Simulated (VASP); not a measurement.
# Rh (Fm-3m) in VASP: a series of runs

Runs on Rh. Level: r2SCAN. Tasks: single point.

All numbers are computed with VASP 6.6.1; they aren't measurements. Logs are shortened: lines on timing, memory, paths and dates and some standing lists are left out, and cuts for length are marked.

## 1. The cell of the first run

Symmetry: Fm-3m, No. 225, cubic system. Conventional cell: a = 3.802 Å, b = 3.802 Å, c = 3.802 Å, α = 90.00°, β = 90.00°, γ = 90.00°. Within 3.5 Å of Rh (site symmetry m-3m) lie 12 Rh at 2.69 Å.

## 2. Single point, r2SCAN

File POSCAR:

```
Rh
1.0
    0.0000000000      1.9008071574      1.9008071574
    1.9008071574      0.0000000000      1.9008071574
    1.9008071574      1.9008071574      0.0000000000
Rh
1
Direct
    0.0000000000      0.0000000000      0.0000000000
```

File INCAR.step1:

```
ALGO     = Normal         # electronic algorithm
EDIFF    = 1E-4           # SCF threshold, eV
ENCUT    = 520            # plane-wave cutoff, eV
GGA      = PE             # functional
ISMEAR   = 0              # smearing method
LASPH    = True           # aspherical terms in the spheres
LCHARG   = False          # write CHGCAR
LREAL    = False          # projectors in reciprocal space
LWAVE    = True           # write WAVECAR
NBANDS   = 14             # bands
NELM     = 100            # most SCF steps
PREC     = Accurate       # precision mode
SIGMA    = 1.0            # smearing width, eV
```

File INCAR.step2:

```
ALGO     = Normal         # electronic algorithm
EDIFF    = 1E-6           # SCF threshold, eV
ENCUT    = 520            # plane-wave cutoff, eV
ISIF     = 2              # what is computed and relaxed
ISMEAR   = 0              # smearing method
ISTART   = 1            
LASPH    = True           # aspherical terms in the spheres
LCHARG   = True           # write CHGCAR
LELF     = True           # ELF
LMIXTAU  = True         
LREAL    = False          # projectors in reciprocal space
LVHAR    = True         
LWAVE    = False          # write WAVECAR
METAGGA  = R2SCAN         # meta-GGA
NBANDS   = 14             # bands
NELM     = 100            # most SCF steps
PREC     = Accurate       # precision mode
SIGMA    = 1.0            # smearing width, eV
```

File KPOINTS:

```
k-points
0
Gamma
  14 14 14
```

Potentials or basis: VASP PAW PBE potentials, release 64 (Rh_pv).

The run is started by

```sh
$ cat potpaw_PBE.64/Rh_pv/POTCAR > POTCAR
$ cp INCAR.step1 INCAR
$ mpirun -np 1 vasp_std > vasp.out
$ cp INCAR.step2 INCAR
$ mpirun -np 1 vasp_std > vasp.out
```

OUTCAR:

```text
EDIFF = 1E-6
   ENCUT = 520
   ISIF = 2
   ISMEAR = 0
   ISTART = 1
   LASPH = True
   LREAL = False
   METAGGA = R2SCAN
   NELM = 100
   PREC = Accurate

 ion  position               nearest neighbor table
   1  0.000  0.000  0.000-

  LATTYP: Found a face centered cubic cell.
 ALAT       =     3.8016143148

  Lattice vectors:

 A1 = (   0.0000000000,   1.9008071574,   1.9008071574)
 A2 = (   1.9008071574,   0.0000000000,   1.9008071574)
 A3 = (   1.9008071574,   1.9008071574,   0.0000000000)

Analysis of symmetry for initial positions (statically):
=====================================================================
 Subroutine PRICEL returns:
 Original cell was already a primitive cell.

 Routine SETGRP: Setting up the symmetry group for a
 face centered cubic supercell.

 Subroutine GETGRP returns: Found 48 space group operations
 (whereof 48 operations were pure point group operations)
 out of a pool of 48 trial point group operations.

The static configuration has the point symmetry O_h .

Analysis of symmetry for dynamics (positions and initial velocities):
=====================================================================
 Subroutine PRICEL returns:
 Original cell was already a primitive cell.

 Routine SETGRP: Setting up the symmetry group for a
 face centered cubic supercell.

 Subroutine GETGRP returns: Found 48 space group operations
 (whereof 48 operations were pure point group operations)
 out of a pool of 48 trial point group operations.

The dynamic configuration has the point symmetry O_h .

 Subroutine INISYM returns: Found 48 space group operations
 (whereof 48 operations are pure point group operations),
 and found     1 'primitive' translations

----------------------------------------------------------------------------------------

                                     Primitive cell

  volume of cell :      13.7355

  direct lattice vectors                    reciprocal lattice vectors
     0.000000000  1.900807157  1.900807157    -0.263046148  0.263046148  0.263046148
     1.900807157  0.000000000  1.900807157     0.263046148 -0.263046148  0.263046148
     1.900807157  1.900807157  0.000000000     0.263046148  0.263046148 -0.263046148

  length of vectors
     2.688147261  2.688147261  2.688147261     0.455609292  0.455609292  0.455609292

  position of ions in fractional coordinates (direct lattice)
     0.000000000  0.000000000  0.000000000

  ion indices of the primitive-cell ions
   primitive index   ion index
                 1           1

----------------------------------------------------------------------------------------

 KPOINTS: k-points

Automatic generation of k-mesh.
 Grid dimensions read from file:
 generate k-points for:   14   14   14

 Generating k-lattice:

  Cartesian coordinates                     Fractional coordinates (reciprocal lattice)
    -0.018789011  0.018789011  0.018789011     0.071428571  0.000000000  0.000000000
     0.018789011 -0.018789011  0.018789011     0.000000000  0.071428571  0.000000000
     0.018789011  0.018789011 -0.018789011     0.000000000  0.000000000  0.071428571

  Length of vectors
     0.032543521  0.032543521  0.032543521

  Shift w.r.t. Gamma in fractional coordinates (k-lattice)
     0.000000000  0.000000000  0.000000000

 Subroutine IBZKPT returns following result:
 ===========================================

 Found    104 irreducible k-points:

 Following reciprocal coordinates:
            Coordinates               Weight
  0.000000  0.000000  0.000000      1.000000
  0.071429  0.000000  0.000000      8.000000
  0.142857  0.000000  0.000000      8.000000
  0.214286  0.000000  0.000000      8.000000
  0.285714  0.000000  0.000000      8.000000
  0.357143  0.000000  0.000000      8.000000
[... 16 lines left out ...]
  0.214286  0.142857  0.000000     24.000000
  0.285714  0.142857  0.000000     24.000000
 [... further k-points ...]
   k-points           NKPTS =    104   k-points in BZ     NKDIM =    104   number of bands    NBANDS=     14
   number of dos      NEDOS =    301   number of ions     NIONS =      1
   total plane-waves  NPLWV =   8000
   dimension x,y,z NGX =    20 NGY =   20 NGZ =   20
   dimension x,y,z NGXF=    40 NGYF=   40 NGZF=   40
   ions per type =               1
   NGX,Y,Z   is equivalent  to a cutoff of  12.37, 12.37, 12.37 a.u.
   NGXF,Y,Z  is equivalent  to a cutoff of  24.74, 24.74, 24.74 a.u.
 SYSTEM =  unknown system
   PREC   = accura    normal or accurate (medium, high low for compatibility)
   ISTART =      1    job   : 0-new  1-cont  2-samecut
   ICHARG =      0    charge: 1-file 2-atom 10-const
   ISPIN  =      1    spin polarized calculation?
   LNONCOLLINEAR =      F non collinear calculations
   LSORBIT =      F    spin-orbit coupling
   LASPH  =      T    aspherical Exc in radial PAW
   ENCUT  =  520.0 eV  38.22 Ry    6.18 a.u.   5.00  5.00  5.00*2*pi/ulx,y,z
   NELM   =    100;   NELMIN=  2; NELMDL=  0     # of ELM steps
   EDIFF  = 0.1E-05   stopping-criterion for ELM
   LREAL  =      F    real-space projection
   EDIFFG = 0.1E-04   stopping-criterion for IOM
   NSW    =      0    number of steps for IOM
   IBRION =     -1    ionic relax: 0-MD 1-quasi-New 2-CG
   NFREE  =      0    steps in history (QN), initial steepest desc. (CG)
   ISIF   =      2    stress and relaxation
   ISYM   =      2    0-nonsym 1-usesym 2-fastsym
   POTIM  = 0.5000    time-step for ionic-motion
   TEBEG  =    0.0;   TEEND  =   0.0 temperature during run
   PSTRESS=    0.0 pullay stress
   NELECT =      15.0000    total number of electrons
   NUPDOWN=      -1.0000    fix difference up-down
   EMIN   =  10.00;   EMAX   =-10.00  energy-range for DOS
   EFERMI =   0.00;   METHOD = LEGACY
   ISMEAR =     0;   SIGMA  =   1.00  broadening in eV -4-tet -1-fermi 0-gaus
   EFERMI_NEDOS =   21; number of points for ismear=-14 and -15
   IALGO  =     38    algorithm
   IMIX   =      4    mixing-type and parameters
     AMIX     =   0.40;   BMIX     =  1.00
     AMIX_MAG =   1.60;   BMIX_MAG =  1.00
  volume/ion in A,a.u.               =      13.74        92.69
  Fermi-wavevector in a.u.,A,eV,Ry     =   1.685869  3.185831 38.669863  2.842155
  Thomas-Fermi vector in A             =   2.768636
   LORBIT       =      0    0 simple, 1 ext, 2 COOP (PROOUT), +10 PAW based schemes
   METAGGA = R2SCAN    functional components
   LHFCALC =     F    Hartree Fock is set to
   AEXX    =    0.0000 exact exchange contribution
   IVDW    =     0    specifies the selected vdW correction
   LEPSILON=     F    determine dielectric tensor
   LRPA    =     F    only Hartree local field effects (RPA)
 non-spin polarized calculation
 Gauss-broadening in eV      SIGMA  =   1.00
  energy-cutoff  :      520.00
  volume of cell :       13.74
 maximum number of plane-waves:       380
   NGX =  9   NGY =  9   NGZ =  9

 number of electron      15.0000007 magnetization

 Free energy of the ion-electron system (eV)
  ---------------------------------------------------
  ext. energy  EPLUGINS =         0.00000000
  ---------------------------------------------------
  free energy    TOTEN  =       -24.46333476 eV

  energy without entropy =      -23.82639633  energy(sigma->0) =      -24.14486554

 E-fermi :  11.7421     XC(G=0): -15.2018

 val. band max:       11.7315207932   @ k =   0.3571   0.0000   0.0000
 cond. band min:      11.7725492192   @ k =  -0.2857   0.3571   0.0714
 fundamental gap:      0.0410284260
 Fermi energy:        11.7420978561

 k-point     1 :       0.0000    0.0000    0.0000
  band No.  band energies     occupation
      1     -35.9779      2.00000
      2     -35.9779      2.00000
      3     -35.9779      2.00000
      4       3.5710      2.00000
      5       8.6089      1.99999
      6       8.6089      1.99999
      7       8.6089      1.99999
      8      10.7271      1.84882
      9      10.7271      1.84882
     10      28.4666      0.00000
     11      29.2124      0.00000
     12      34.2194      0.00000
     13      34.2194      0.00000
     14      34.2194      0.00000

 k-point     2 :       0.0714    0.0000    0.0000
  band No.  band energies     occupation
      1     -36.0185      2.00000
      2     -35.9833      2.00000
      3     -35.9833      2.00000
      4       3.7855      2.00000
      5       8.5149      1.99999
      6       8.6915      1.99998
      7       8.6915      1.99998
      8      10.6822      1.86612
      9      10.6822      1.86612
     10      28.7718      0.00000
     11      29.2121      0.00000
     12      33.1055      0.00000
     13      34.5288      0.00000
     14      34.5288      0.00000

 k-point     3 :       0.1429    0.0000    0.0000
  band No.  band energies     occupation
      1     -36.1314      2.00000
      2     -35.9985      2.00000
      3     -35.9985      2.00000
      4       4.3774      2.00000
      5       8.3152      2.00000
      6       8.8814      1.99995
      7       8.8814      1.99995
      8      10.6167      1.88853
      9      10.6167      1.88853
     10      29.2114      0.00000
     11      29.5035      0.00000
     12      31.0367      0.00000
     13      35.4057      0.00000
     14      35.4057      0.00000
[... 324 lines left out ...]
 k-point    23 :       0.2143    0.1429    0.0000
  band No.  band energies     occupation
      1     -36.2312      2.00000
      2     -36.0604      2.00000
      3     -36.0539      2.00000
      4       5.2622      2.00000
      5       7.6315      2.00000
      6       9.2873      1.99948
      7       9.4510      1.99881
      8      10.0673      1.98214
      9      11.1625      1.58762
     10      29.2115      0.00000
     11      30.5592      0.00000
     12      30.9515      0.00000
     13      33.7016      0.00000
     14      34.2865      0.00000

 k-point    24 :       0.2857    0.1429    0.0000
  band No.  band energies     occupation
      1     -36.3750      2.00000
      2     -36.0877      2.00000
      3     -36.0792      2.00000
      4       5.9104      2.00000
      5       7.5552      2.00000
      6       8.9455      1.99992
      7       9.5440      1.99812
      8      10.8570      1.78930
      9      11.4937      1.27464
     10      28.5048      0.00000
     11      29.2126      0.00000
     12      30.9794      0.00000
     13      33.3795      0.00000
     14      34.6857      0.00000

 [... further k-points ...]
[... 5 lines left out ...]
  --------------------------------------------------------------------------------------
  -------------------------------------------------------------------------------------
  Total        0.5832187      0.5832187      0.5832187     -0.0000000     -0.0000000      0.0000000
  in kB       68.0295906     68.0295906     68.0295906     -0.0000000     -0.0000000      0.0000000
  external PRESSURE =      68.0295906 kB  Pullay stress =       0.0000000 kB

 VOLUME and BASIS-vectors are now :
 -----------------------------------------------------------------------------
  energy-cutoff  :      520.00
  volume of cell :       13.74
      direct lattice vectors                 reciprocal lattice vectors
     0.000000000  1.900807157  1.900807157    -0.263046148  0.263046148  0.263046148
     1.900807157  0.000000000  1.900807157     0.263046148 -0.263046148  0.263046148
     1.900807157  1.900807157  0.000000000     0.263046148  0.263046148 -0.263046148

 POSITION                                       TOTAL-FORCE (eV/Angst)
 -----------------------------------------------------------------------------------
      0.00000      0.00000      0.00000        -0.000000      0.000000      0.000000
 -----------------------------------------------------------------------------------
    total drift:                                0.000000     -0.000000      0.000000

  FREE ENERGIE OF THE ION-ELECTRON SYSTEM (eV)
  ---------------------------------------------------
  free  energy   TOTEN  =       -24.4633347577 eV

  energy  without entropy=      -23.8263963256  energy(sigma->0) =      -24.14486554
```

Run time: 33 s. Hardware: 1 thread of Intel Xeon Platinum 8559C (Emerald Rapids), shared host; peak memory 0.14 GiB.

What came out:

```
Free energy : -24.4633 eV
Pressure    : 6.8 GPa
```

Caveat: the PAW data sets were made with another functional, which shifts forces and pressure a little.

## 3. Single point, r2SCAN

POSCAR is that of step 2.

File INCAR.step1:

```
ALGO = Normal ; EDIFF = 1E-4
ENCUT = 520 ; GGA = PE
ISMEAR = 1 ; LASPH = T
LCHARG = F ; LREAL = F
LWAVE = T ; NBANDS = 14
NELM = 100 ; PREC = Accurate
SIGMA = 0.01
```

File INCAR.step2:

```
ALGO = Normal ; EDIFF = 1E-6
ENCUT = 520 ; ISIF = 2
ISMEAR = 1 ; ISTART = 1
LASPH = T ; LCHARG = F
LMIXTAU = T ; LREAL = F
LWAVE = F ; METAGGA = R2SCAN
NBANDS = 14 ; NELM = 100
PREC = Accurate ; SIGMA = 0.01
```

KPOINTS is that of step 2.

Potentials or basis: VASP PAW PBE potentials, release 64 (Rh_pv).

The run is started by

```sh
$ cat potpaw_PBE.64/Rh_pv/POTCAR > POTCAR
$ cp INCAR.step1 INCAR
$ mpirun -np 1 vasp_std > vasp.out
$ cp INCAR.step2 INCAR
$ mpirun -np 1 vasp_std > vasp.out
```

Run time: 33 s. Hardware: 1 thread of Intel Xeon Platinum 8559C (Emerald Rapids), shared host; peak memory 0.14 GiB.

It converged, with:

```yaml
Free_energy: -24.1378 eV
Pressure: 0.8 GPa
```

Levels at points of the mesh, in eV from the Fermi level:
```
           k point  band 4  band 5  band 6  band 7  band 8  band 9  band 10  band 11
(0.00, 0.00, 0.00)   -8.17   -3.16   -3.16   -3.16   -1.05   -1.05    16.73    17.44
(0.50, 0.00, 0.00)   -6.33   -3.27   -3.27    0.61    0.61    0.92     9.12    16.28
(0.50, 0.50, 0.00)   -6.54   -6.16    0.54    1.07    1.07    3.50    12.90    14.02
```

Caveat: the PAW data sets were made with another functional, which shifts forces and pressure a little.

## 4. Single point, r2SCAN

POSCAR is that of step 3.

File INCAR.step1:

```
PREC     = Accurate       # precision mode
ENCUT    = 520            # plane-wave cutoff, eV
ISMEAR   = 1              # smearing method
SIGMA    = 0.03           # smearing width, eV
LREAL    = F              # projectors in reciprocal space
LASPH    = T              # aspherical terms in the spheres
NELM     = 60             # most SCF steps
NBANDS   = 14             # bands
GGA      = PE             # functional
ALGO     = Normal         # electronic algorithm
EDIFF    = 1E-4           # SCF threshold, eV
LWAVE    = T              # write WAVECAR
LCHARG   = F              # write CHGCAR
```

File INCAR.step2:

```
PREC     = Accurate       # precision mode
ENCUT    = 520            # plane-wave cutoff, eV
EDIFF    = 1E-6           # SCF threshold, eV
ISMEAR   = 1              # smearing method
SIGMA    = 0.03           # smearing width, eV
LREAL    = F              # projectors in reciprocal space
LASPH    = T              # aspherical terms in the spheres
NELM     = 60             # most SCF steps
ALGO     = Normal         # electronic algorithm
ISIF     = 2              # what is computed and relaxed
LWAVE    = F              # write WAVECAR
LCHARG   = F              # write CHGCAR
METAGGA  = R2SCAN         # meta-GGA
LMIXTAU  = T            
NBANDS   = 14             # bands
ISTART   = 1
```

File KPOINTS:

```
regular mesh
0
Gamma
  14 14 14
```

The run is started by

```sh
$ cat potpaw_PBE.64/Rh_pv/POTCAR > POTCAR
$ cp INCAR.step1 INCAR
$ mpirun -np 1 vasp_std > vasp.out
$ cp INCAR.step2 INCAR
$ mpirun -np 1 vasp_std > vasp.out
```

Run time: 33 s. Hardware: 1 thread of Intel Xeon Platinum 8559C (Emerald Rapids), shared host; peak memory 0.14 GiB.

The run converged. Its results:

* Free energy: -24.1377 eV
* Pressure: 0.8 GPa

Levels at points of the mesh, in eV from the Fermi level:
| k point | band 3 | band 4 | band 5 | band 6 | band 7 | band 8 | band 9 | band 10 | band 11 | band 12 |
| --- | --- | --- | --- | --- | --- | --- | --- | --- | --- | --- |
| (0.00, 0.00, 0.00) | -47.74 | -8.15 | -3.13 | -3.13 | -3.13 | -1.03 | -1.03 | 16.75 | 17.46 | 22.50 |
| (0.50, 0.00, 0.00) | -47.85 | -6.30 | -3.25 | -3.25 | 0.64 | 0.64 | 0.94 | 9.14 | 16.30 | 17.46 |
| (0.50, 0.50, 0.00) | -48.03 | -6.52 | -6.14 | 0.56 | 1.09 | 1.09 | 3.52 | 12.93 | 14.05 | 14.05 |

Caveat: the PAW data sets were made with another functional, which shifts forces and pressure a little.

## 5. The runs side by side

```csv
smearing,gap on the mesh (eV),pressure (GPa)
gaussian 1 eV,none,6.8
methfessel-paxton 0.01 eV,none,0.8
methfessel-paxton 0.03 eV,none,0.8
```

Alike in all rows: task single point; level r2SCAN; potentials or basis VASP PAW PBE potentials, release 64 (Rh_pv); no spin polarisation; cell as given; k mesh 14 × 14 × 14; cutoff (eV) 520.

Every run on the cell as given and a fine mesh finds a metal.

Caveats: the PAW data sets were made with another functional, which shifts forces and pressure a little.

Absolute energies hang on the potentials; compare differences alone.
